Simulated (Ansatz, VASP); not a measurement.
## Cs2GaPt: VASP beside Ansatz

```xyz
4
Lattice="4.4717 0.0000 0.0000 -2.2358 3.8726 0.0000 0.0000 0.0000 10.3175" Properties=species:S:1:pos:R:3 pbc="T T T"
Cs    0.0000    0.0000    7.1714
Cs    0.0000    0.0000    3.1461
Ga    0.0000    2.5817    0.0000
Pt    0.0000    2.5817    5.1588
```

Alike in both runs: functional PBE; k mesh 12 × 12 × 6; occupations gaussian, width 0.1 eV; no spin polarisation.

Ansatz relaxed the structure, and its values are those at the end. VASP's run is a single point on that final structure, the one shown.

|  | VASP | Ansatz |
| --- | --- | --- |
| version | VASP 6.6.1 | Ansatz 0.2.0 |
| potentials or method | VASP PAW PBE potentials, release 64 (Cs_sv, Ga_d, Pt), cutoff 520 eV | scalar-relativistic, plane waves, PAW |
| valence electrons in the cell | 41 | 49 |

Ansatz gave:

| Property | Result |
| --- | --- |
| gap on the k mesh at the Fermi level (eV) | none |
| pressure (GPa) | 0.0 |
| rms of the force components (eV/Å) | 0.000 |

Question: What did VASP give for the same quantities?

Answer: gap on the k mesh at the Fermi level (eV): none; pressure (GPa): 0.1; rms of the force components (eV/Å): 0.016.

A gap of «none» marks a metal or a gap that the smearing closes. With one functional, cell and mesh, what is left measures potentials, basis and numerics. VASP's potentials hold 41 valence electrons a cell and Ansatz's 49, so a difference there can come from the potentials and not from the codes.

Neither program's run includes spin-orbit coupling.
